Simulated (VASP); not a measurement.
Here is a VASP 6.6.1 calculation.

INCAR

```
SYSTEM = HfMg3
PREC = Accurate
ENCUT = 520
EDIFF = 1E-6
ISMEAR = 0
SIGMA = 0.05
LREAL = .False.
LASPH = .True.
NELM = 80
ALGO = Normal
ISIF = 2
LWAVE = .False.
LCHARG = .True.
GGA = PE
LELF = .True.
LVHAR = .True.
NBANDS = 16
```

File KPOINTS:

```
regular mesh
0
Gamma
  8 8 8
  0 0 0
```

The input POSCAR:

```
HfMg3
1.0
    4.4351854621      0.0000000000      0.0000000000
    0.0000000000      4.4351854621      0.0000000000
    0.0000000000      0.0000000000      4.4351854621
Hf Mg
1 3
Direct
    0.0000000000      0.0000000000      0.0000000000
    0.0000000000      0.5000000000      0.5000000000
    0.5000000000      0.5000000000      0.0000000000
    0.5000000000      0.0000000000      0.5000000000
```

Potentials or basis: VASP PAW PBE potentials, release 64 (Hf_pv, Mg).

The run is started by

```bash
$ cat potpaw_PBE.64/Hf_pv/POTCAR potpaw_PBE.64/Mg/POTCAR > POTCAR
$ mpirun -np 1 vasp_std > vasp.out
```

Problem. Estimate the pressure.

Solution. -0.1 GPa.

Problem. What does it give for the band gap on the k mesh?

Solution. Zero (bands 8 and 9 overlap by 1.44 eV).

Caveat: spin-orbit coupling is left out, which moves the levels of the heavy elements.
